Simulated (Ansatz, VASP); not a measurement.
# Two plane-wave programs on WS2

```
S W
1.0
     3.15605    0.00000    0.00000
    -1.57802    2.73322    0.00000
     0.00000    0.00000   56.58622
S W
6 3
Direct
  0.33333 0.66667 0.36474
  0.33333 0.66667 0.42043
  0.66667 0.33333 0.47218
  0.66667 0.33333 0.52782
  0.33333 0.66667 0.57957
  0.33333 0.66667 0.63526
  0.66667 0.33333 0.39260
  0.33333 0.66667 0.50000
  0.66667 0.33333 0.60740
```

Alike in both runs: functional PBE; dispersion D3(BJ); k mesh 12 × 12 × 1; occupations gaussian, width 0.02 eV; no spin polarisation.

Ansatz relaxed the structure, and its values are those at the end. VASP's run is a single point on that final structure, the one shown.

```csv
,VASP,Ansatz
version,VASP 6.6.1,Ansatz 0.2.0
potentials or method,"VASP PAW PBE potentials, release 64 (S, W_sv), cutoff 520 eV","scalar-relativistic, plane waves, PAW"
valence electrons in the cell,78,78
```

Ansatz gave:

* gap on the k mesh at the Fermi level (eV): 1.13
* least direct gap on the mesh (eV): 1.85

Task: What did VASP give for the same quantities?

Result: gap on the k mesh at the Fermi level (eV): 1.15; least direct gap on the mesh (eV): 1.86.

Spin-orbit coupling is off throughout.
